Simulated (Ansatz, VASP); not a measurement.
# One calculation of Si, two programs

Contents of INCAR:

```
PREC     = Accurate       # precision mode
ENCUT    = 520            # plane-wave cutoff, eV
EDIFF    = 1E-6           # SCF threshold, eV
ISMEAR   = 0              # smearing method
SIGMA    = 0.05           # smearing width, eV
LREAL    = False          # projectors in reciprocal space
LASPH    = True           # aspherical terms in the spheres
NELM     = 80             # most SCF steps
ALGO     = Normal         # electronic algorithm
ISIF     = 2              # what is computed and relaxed
LWAVE    = False          # write WAVECAR
LCHARG   = False          # write CHGCAR
GGA      = PE             # functional
NBANDS   = 36             # bands
```

KPOINTS

```
Automatic mesh
0
Gamma
  5 7 3
```

File POSCAR:

```
Si
1.0
    5.4695214896      0.0000000000      0.0000000000
    0.0000000000      2.7347607448     -2.7347607448
    0.6836901862      8.8879724207      7.5205920483
Si
12
Direct
    0.4687520833     -0.0624958333      0.2499833333
   -0.0520812500      0.3958375000      0.4166500000
    0.4270854167     -0.1458291667      0.5833166667
   -0.0937479167      0.3125041667      0.7499833333
    0.3854187500     -0.2291625000      0.9166500000
   -0.0104145833      0.4791708333      0.0833166667
    0.6979187500     -0.1041625000      0.4166500000
    0.1770854167      0.3541708333      0.5833166667
    0.6562520833     -0.1874958333      0.7499833333
    0.1354187500      0.2708375000      0.9166500000
    0.7395854167     -0.0208291667      0.0833166667
    0.2187520833      0.4375041667      0.2499833333
```

Input for Ansatz:

```yaml
crystal:
  lattice:
    - [5.4695214896, 0.0, 0.0]
    - [0.0, 2.7347607448, -2.7347607448]
    - [0.6836901862, 8.8879724207, 7.5205920483]
  atoms:
    - { symbol: Si, position: [0.4687520833, -0.0624958333, 0.2499833333] }
    - { symbol: Si, position: [-0.05208125, 0.3958375, 0.41665] }
    - { symbol: Si, position: [0.4270854167, -0.1458291667, 0.5833166667] }
    - { symbol: Si, position: [-0.0937479167, 0.3125041667, 0.7499833333] }
    - { symbol: Si, position: [0.38541875, -0.2291625, 0.91665] }
    - { symbol: Si, position: [-0.0104145833, 0.4791708333, 0.0833166667] }
    - { symbol: Si, position: [0.69791875, -0.1041625, 0.41665] }
    - { symbol: Si, position: [0.1770854167, 0.3541708333, 0.5833166667] }
    - { symbol: Si, position: [0.6562520833, -0.1874958333, 0.7499833333] }
    - { symbol: Si, position: [0.13541875, 0.2708375, 0.91665] }
    - { symbol: Si, position: [0.7395854167, -0.0208291667, 0.0833166667] }
    - { symbol: Si, position: [0.2187520833, 0.4375041667, 0.2499833333] }
basis:
  ecutwfc: 420
kpoints:
  mp_grid: { grid: [5, 7, 3] }
hamiltonian:
  xc: pbe
  pseudopotentials: { kind: paw, azcp: { folder: soft_1 } }
scf:
  occupations: { method: gaussian, width: 0.05 }
output:
  forces: true
  stress: true
  eigenvalues: true
```

Alike in both runs: task single point; functional PBE; k mesh 5 × 7 × 3; occupations gaussian, width 0.05 eV; no spin polarisation.

```csv
,VASP,Ansatz
version,VASP 6.6.1,Ansatz 0.2.0
potentials or method,"VASP PAW PBE potentials, release 64 (Si), cutoff 520 eV","scalar-relativistic, plane waves, PAW"
valence electrons in the cell,48,48
```

|  | VASP | Ansatz | Ansatz less VASP |
| --- | --- | --- | --- |
| gap on the k mesh at the Fermi level (eV) | none | none | - |
| pressure (GPa) | -0.1 | -0.1 | +0.06 |
| traceless stress, the component that is largest in VASP (GPa) | -2.69 | -2.68 | +0.006 |
| rms of the force components (eV/Å) | 0.463 | 0.464 | +0.0010 |

Atom by atom the forces differ by 0.002 eV/Å (rms over components). A gap of «none» marks a metal or a gap that the smearing closes.
